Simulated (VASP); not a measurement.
# ZnS in VASP: further runs, part 2 of 2

VASP 6.6.1. Earlier steps stand in the parts before.

## (5) Single point, r2SCAN (epitaxial 111 strain +0.9%)

POSCAR reads:

```
ZnS
1.0
   -0.0250593106      2.6927344339      2.6927344339
    2.6927344339     -0.0250593106      2.6927344339
    2.6927344339      2.6927344339     -0.0250593106
Zn S
1 1
Direct
   -0.0007939441     -0.0007939441     -0.0007939441
    0.2507939441      0.2507939441      0.2507939441
```

INCAR.step1 reads:

```
SYSTEM = ZnS
ALGO = Normal
EDIFF = 1E-4
ENCUT = 520
GGA = PE
ISMEAR = 0
LASPH = .True.
LCHARG = .False.
LREAL = .False.
LWAVE = .True.
NBANDS = 16
NELM = 100
PREC = Accurate
SIGMA = 0.01
```

INCAR.step2 reads:

```
SYSTEM = ZnS
ALGO = Normal
EDIFF = 1E-6
ENCUT = 520
ISIF = 2
ISMEAR = 0
ISTART = 1
LASPH = .True.
LCHARG = .False.
LMIXTAU = .True.
LREAL = .False.
LWAVE = .False.
METAGGA = R2SCAN
NBANDS = 16
NELM = 100
PREC = Accurate
SIGMA = 0.01
```

KPOINTS reads:

```
k-points
0
Gamma
  8 8 8
  0 0 0
```

Potentials or basis: VASP PAW PBE potentials, release 64 (Zn, S).

Launch:

```
> cat potpaw_PBE.64/Zn/POTCAR potpaw_PBE.64/S/POTCAR > POTCAR
> cp INCAR.step1 INCAR
> mpirun -np 1 vasp_std > vasp.out
> cp INCAR.step2 INCAR
> mpirun -np 1 vasp_std > vasp.out
```

OUTCAR:

```text
SYSTEM = ZnS
   EDIFF = 1E-6
   ENCUT = 520
   ISIF = 2
   ISMEAR = 0
   ISTART = 1
   LASPH = .True.
   LREAL = .False.
   METAGGA = R2SCAN
   NELM = 100
   PREC = Accurate

 ion  position               nearest neighbor table
   1  0.999  0.999  0.999-   2 2.34   2 2.35   2 2.35   2 2.35
   2  0.251  0.251  0.251-   1 2.34   1 2.35   1 2.35   1 2.35

  LATTYP: Found a trigonal (rhomboedric) cell.
 ALAT       =     3.8081840071
 COS(alpha) =     0.4906724834

  Lattice vectors:

 A1 = (  -0.0250593106,   2.6927344339,   2.6927344339)
 A2 = (   2.6927344339,  -0.0250593106,   2.6927344339)
 A3 = (   2.6927344339,   2.6927344339,  -0.0250593106)

Analysis of symmetry for initial positions (statically):
=====================================================================
 Subroutine PRICEL returns:
 Original cell was already a primitive cell.

 Routine SETGRP: Setting up the symmetry group for a
 trigonal (rhombohedral) supercell.

 Subroutine GETGRP returns: Found  6 space group operations
 (whereof  6 operations were pure point group operations)
 out of a pool of 12 trial point group operations.

The static configuration has the point symmetry C_3v.

Analysis of symmetry for dynamics (positions and initial velocities):
=====================================================================
 Subroutine PRICEL returns:
 Original cell was already a primitive cell.

 Routine SETGRP: Setting up the symmetry group for a
 trigonal (rhombohedral) supercell.

 Subroutine GETGRP returns: Found  6 space group operations
 (whereof  6 operations were pure point group operations)
 out of a pool of 12 trial point group operations.

The dynamic configuration has the point symmetry C_3v.

 Subroutine INISYM returns: Found  6 space group operations
 (whereof  6 operations are pure point group operations),
 and found     1 'primitive' translations

----------------------------------------------------------------------------------------

                                     Primitive cell

  volume of cell :      39.5941

  direct lattice vectors                    reciprocal lattice vectors
    -0.025059311  2.692734434  2.692734434    -0.183112702  0.184832806  0.184832806
     2.692734434 -0.025059311  2.692734434     0.184832806 -0.183112702  0.184832806
     2.692734434  2.692734434 -0.025059311     0.184832806  0.184832806 -0.183112702

  length of vectors
     3.808184007  3.808184007  3.808184007     0.319149799  0.319149799  0.319149799

  position of ions in fractional coordinates (direct lattice)
     0.999206056  0.999206056  0.999206056
     0.250793944  0.250793944  0.250793944

  ion indices of the primitive-cell ions
   primitive index   ion index
                 1           1
                 2           2

----------------------------------------------------------------------------------------

 KPOINTS: k-points

Automatic generation of k-mesh.
 Grid dimensions read from file:
 generate k-points for:    8    8    8

 Generating k-lattice:

  Cartesian coordinates                     Fractional coordinates (reciprocal lattice)
    -0.022889088  0.023104101  0.023104101     0.125000000  0.000000000  0.000000000
     0.023104101 -0.022889088  0.023104101     0.000000000  0.125000000  0.000000000
     0.023104101  0.023104101 -0.022889088     0.000000000  0.000000000  0.125000000

  Length of vectors
     0.039893725  0.039893725  0.039893725

  Shift w.r.t. Gamma in fractional coordinates (k-lattice)
     0.000000000  0.000000000  0.000000000

 Subroutine IBZKPT returns following result:
 ===========================================

 Found     65 irreducible k-points:

 Following reciprocal coordinates:
            Coordinates               Weight
  0.000000  0.000000  0.000000      1.000000
  0.125000  0.000000  0.000000      6.000000
  0.250000  0.000000  0.000000      6.000000
  0.375000  0.000000 -0.000000      6.000000
  0.500000  0.000000  0.000000      3.000000
  0.125000  0.125000  0.000000      6.000000
[... 16 lines left out ...]
  0.250000  0.125000  0.125000      6.000000
  0.375000  0.125000  0.125000      6.000000
 [... further k-points ...]
   k-points           NKPTS =     65   k-points in BZ     NKDIM =     65   number of bands    NBANDS=     16
   number of dos      NEDOS =    301   number of ions     NIONS =      2
   total plane-waves  NPLWV =  21952
   dimension x,y,z NGX =    28 NGY =   28 NGZ =   28
   dimension x,y,z NGXF=    56 NGYF=   56 NGZF=   56
   ions per type =               1   1
   NGX,Y,Z   is equivalent  to a cutoff of  12.22, 12.22, 12.22 a.u.
   NGXF,Y,Z  is equivalent  to a cutoff of  24.45, 24.45, 24.45 a.u.
 SYSTEM =  ZnS
   PREC   = accura    normal or accurate (medium, high low for compatibility)
   ISTART =      1    job   : 0-new  1-cont  2-samecut
   ICHARG =      0    charge: 1-file 2-atom 10-const
   ISPIN  =      1    spin polarized calculation?
   LNONCOLLINEAR =      F non collinear calculations
   LSORBIT =      F    spin-orbit coupling
   LASPH  =      T    aspherical Exc in radial PAW
   ENCUT  =  520.0 eV  38.22 Ry    6.18 a.u.   7.08  7.08  7.08*2*pi/ulx,y,z
   NELM   =    100;   NELMIN=  2; NELMDL=  0     # of ELM steps
   EDIFF  = 0.1E-05   stopping-criterion for ELM
   LREAL  =      F    real-space projection
   EDIFFG = 0.1E-04   stopping-criterion for IOM
   NSW    =      0    number of steps for IOM
   IBRION =     -1    ionic relax: 0-MD 1-quasi-New 2-CG
   NFREE  =      0    steps in history (QN), initial steepest desc. (CG)
   ISIF   =      2    stress and relaxation
   ISYM   =      2    0-nonsym 1-usesym 2-fastsym
   POTIM  = 0.5000    time-step for ionic-motion
   TEBEG  =    0.0;   TEEND  =   0.0 temperature during run
   PSTRESS=    0.0 pullay stress
   NELECT =      18.0000    total number of electrons
   NUPDOWN=      -1.0000    fix difference up-down
   EMIN   =  10.00;   EMAX   =-10.00  energy-range for DOS
   EFERMI =   0.00;   METHOD = LEGACY
   ISMEAR =     0;   SIGMA  =   0.01  broadening in eV -4-tet -1-fermi 0-gaus
   EFERMI_NEDOS =   21; number of points for ismear=-14 and -15
   IALGO  =     38    algorithm
   IMIX   =      4    mixing-type and parameters
     AMIX     =   0.40;   BMIX     =  1.00
     AMIX_MAG =   1.60;   BMIX_MAG =  1.00
  volume/ion in A,a.u.               =      19.80       133.60
  Fermi-wavevector in a.u.,A,eV,Ry     =   1.258796  2.378779 21.559347  1.584567
  Thomas-Fermi vector in A             =   2.392388
   LORBIT       =      0    0 simple, 1 ext, 2 COOP (PROOUT), +10 PAW based schemes
   METAGGA = R2SCAN    functional components
   LHFCALC =     F    Hartree Fock is set to
   AEXX    =    0.0000 exact exchange contribution
   IVDW    =     0    specifies the selected vdW correction
   LEPSILON=     F    determine dielectric tensor
   LRPA    =     F    only Hartree local field effects (RPA)
 non-spin polarized calculation
 Gauss-broadening in eV      SIGMA  =   0.01
  energy-cutoff  :      520.00
  volume of cell :       39.59
 maximum number of plane-waves:      1078
   NGX = 15   NGY = 15   NGZ = 15

 number of electron      17.9999996 magnetization

 Free energy of the ion-electron system (eV)
  ---------------------------------------------------
  ext. energy  EPLUGINS =         0.00000000
  ---------------------------------------------------
  free energy    TOTEN  =       -18.86335812 eV

  energy without entropy =      -18.86335812  energy(sigma->0) =      -18.86335812

 E-fermi :   1.9738     XC(G=0): -10.2661

 val. band max:        1.8452095222   @ k =   0.0000   0.0000   0.0000
 cond. band min:       4.4512146836   @ k =   0.0000   0.0000   0.0000
 fundamental gap:      2.6060051614
 Fermi energy:         1.9737767739

 k-point     1 :       0.0000    0.0000    0.0000
  band No.  band energies     occupation
      1     -11.8515      2.00000
      2      -4.6901      2.00000
      3      -4.6901      2.00000
      4      -4.6824      2.00000
      5      -4.1463      2.00000
      6      -4.1463      2.00000
[... 8 lines left out ...]
     15      14.0988      0.00000
     16      14.3144      0.00000
[... 419 lines left out ...]
 k-point    24 :       0.3750    0.1250    0.1250
  band No.  band energies     occupation
      1     -11.2203      2.00000
      2      -4.5901      2.00000
      3      -4.5861      2.00000
      4      -4.5526      2.00000
      5      -4.1637      2.00000
      6      -4.1140      2.00000
[... 8 lines left out ...]
     15      14.9071      0.00000
     16      15.8295      0.00000

 [... further k-points ...]
[... 5 lines left out ...]
  --------------------------------------------------------------------------------------
  -------------------------------------------------------------------------------------
  Total       -0.2146531     -0.2146531     -0.2146531      0.1130409      0.1130409      0.1130409
  in kB       -8.6859393     -8.6859393     -8.6859393      4.5741992      4.5741992      4.5741992
  external PRESSURE =      -8.6859393 kB  Pullay stress =       0.0000000 kB

 VOLUME and BASIS-vectors are now :
 -----------------------------------------------------------------------------
  energy-cutoff  :      520.00
  volume of cell :       39.59
      direct lattice vectors                 reciprocal lattice vectors
    -0.025059311  2.692734434  2.692734434    -0.183112702  0.184832806  0.184832806
     2.692734434 -0.025059311  2.692734434     0.184832806 -0.183112702  0.184832806
     2.692734434  2.692734434 -0.025059311     0.184832806  0.184832806 -0.183112702

 POSITION                                       TOTAL-FORCE (eV/Angst)
 -----------------------------------------------------------------------------------
      5.35615      5.35615      5.35615        -0.004131     -0.004131     -0.004131
      1.34436      1.34436      1.34436         0.004131      0.004131      0.004131
 -----------------------------------------------------------------------------------
    total drift:                               -0.006240     -0.006240     -0.006240

  FREE ENERGIE OF THE ION-ELECTRON SYSTEM (eV)
  ---------------------------------------------------
  free  energy   TOTEN  =       -18.8633581240 eV

  energy  without entropy=      -18.8633581240  energy(sigma->0) =      -18.86335812
```

Run time: 2 min. Hardware: 1 thread of Intel Xeon Platinum 8259CL at 2.50GHz (Skylake/Cascade Lake), shared host; peak memory 0.18 GiB.

What came out:

| Property | Result |
| --- | --- |
| Free energy | -18.8634 eV |
| Pressure | -0.9 GPa |
| Largest force | 0.007 eV/Å |
| Band gap on the k mesh | 2.61 eV, direct |

Forces in eV/Å, atoms in the order of the input:
```
Zn  -0.004 -0.004 -0.004
S    0.004  0.004  0.004
```

Stress tensor (GPa, compression positive):
```
-0.87  0.46  0.46
 0.46 -0.87  0.46
 0.46  0.46 -0.87
```

Caveat: the cell differs from its parent crystal (epitaxial 111 strain +0.9%); the PAW data sets were made with another functional, which shifts forces and pressure a little.

## (6) Summary

| level | cell | smearing | gap on the mesh (eV) | pressure (GPa) | largest force (eV/Å) |
| --- | --- | --- | --- | --- | --- |
| PBE | a = 3.817, b = 3.817, c = 3.744 Å, angles 60.6, 60.6, 58.7°, 2 atoms | fermi-dirac 0.02 eV | 2.16 | 3.6 | - |
| PBE | a = 3.808 Å, angles 60.6°, 2 atoms | fermi-dirac 0.02 eV | 2.05 | 1.5 | 0.01 |
| r2SCAN | a = 3.817, b = 3.817, c = 3.744 Å, angles 60.6, 60.6, 58.7°, 2 atoms | gaussian 0.01 eV | 2.73 | 1.2 | - |
| r2SCAN | a = 3.808 Å, angles 60.6°, 2 atoms | gaussian 0.01 eV | 2.61 | -0.9 | 0.01 |

Alike in all rows: task single point; potentials or basis VASP PAW PBE potentials, release 64 (Zn, S); no spin polarisation; k mesh 8 × 8 × 8; cutoff (eV) 520.

Caveats: the PAW data sets were made with another functional, which shifts forces and pressure a little (some runs).

Total energies depend on the potentials used, so only differences within one code and one set of settings carry meaning.
